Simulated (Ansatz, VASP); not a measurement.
Two plane-wave programs on Al3Cu2

INCAR

```
ALGO = Fast ; EDIFF = 1E-7
ENCUT = 520 ; ISIF = 2
ISMEAR = 0 ; LASPH = T
LCHARG = T ; LELF = T
LREAL = F ; LVHAR = T
LWAVE = F ; NBANDS = 24
NELM = 100 ; PREC = Accurate
SIGMA = 0.15
```

KPOINTS

```
k-points
0
Gamma
  12 12 8
```

The input POSCAR:

```
Al3Cu2
1.0
    4.0084666631      0.0000000000      0.0000000000
   -2.0042333315      3.4714339605      0.0000000000
    0.0000000000      0.0000000000      5.0464530283
Al Cu
3 2
Direct
    0.0000000000      0.0000000000      0.0000000000
    0.3578061801      0.6666666667      0.3508928116
    0.6421938199      0.3333333333      0.6491071884
    0.2926993220      0.6666666667      0.8415870660
    0.7073006780      0.3333333333      0.1584129340
```

Input for Ansatz:

```yaml
crystal:
  lattice:
    - [4.0084666631, 0.0, 0.0]
    - [-2.0042333315, 3.4714339605, 0.0]
    - [0.0, 0.0, 5.0464530283]
  atoms:
    - { symbol: Al, position: [0.0, 0.0, 0.0] }
    - { symbol: Al, position: [0.3578061801, 0.6666666667, 0.3508928116] }
    - { symbol: Al, position: [0.6421938199, 0.3333333333, 0.6491071884] }
    - { symbol: Cu, position: [0.292699322, 0.6666666667, 0.841587066] }
    - { symbol: Cu, position: [0.707300678, 0.3333333333, 0.158412934] }
basis:
  ecutwfc: 520.0
kpoints:
  mp_grid: { grid: [12, 12, 8] }
hamiltonian:
  xc: lda
  pseudopotentials: { kind: paw, azcp: { folder: soft_1 } }
scf:
  occupations: { method: gaussian, width: 0.15 }
output:
  forces: true
  stress: true
  eigenvalues: true
```

Change from the starting cell: mode 4 frozen in at -0.165 Å, strain +e along z and -e/2 along x and y +0.0233.

Alike in both runs: task single point; functional LDA; k mesh 12 × 12 × 8; occupations gaussian, width 0.15 eV; no spin polarisation.

|  | VASP | Ansatz |
| --- | --- | --- |
| version | VASP 6.6.1 | Ansatz 0.2.0 |
| potentials or method | VASP PAW LDA potentials, release 64 (Al, Cu), cutoff 520 eV | scalar-relativistic, plane waves, PAW |
| valence electrons in the cell | 31 | 47 |

|  | VASP | Ansatz | Ansatz less VASP |
| --- | --- | --- | --- |
| gap on the k mesh at the Fermi level (eV) | none | none | - |
| pressure (GPa) | 1.9 | 1.5 | -0.36 |
| traceless stress, the component that is largest in VASP (GPa) | -5.34 | -5.36 | -0.016 |
| rms of the force components (eV/Å) | 0.325 | 0.321 | -0.0040 |

Ansatz warns that its potentials were made for another functional, while VASP's fit it. LDA's correlation is that of Perdew and Zunger in VASP and of Perdew and Wang (1992) in Ansatz. Atom by atom the forces differ by 0.006 eV/Å (rms over components). A gap of «none» marks a metal or a gap that the smearing closes. VASP's potentials hold 31 valence electrons a cell and Ansatz's 47, so a difference there can come from the potentials and not from the codes.
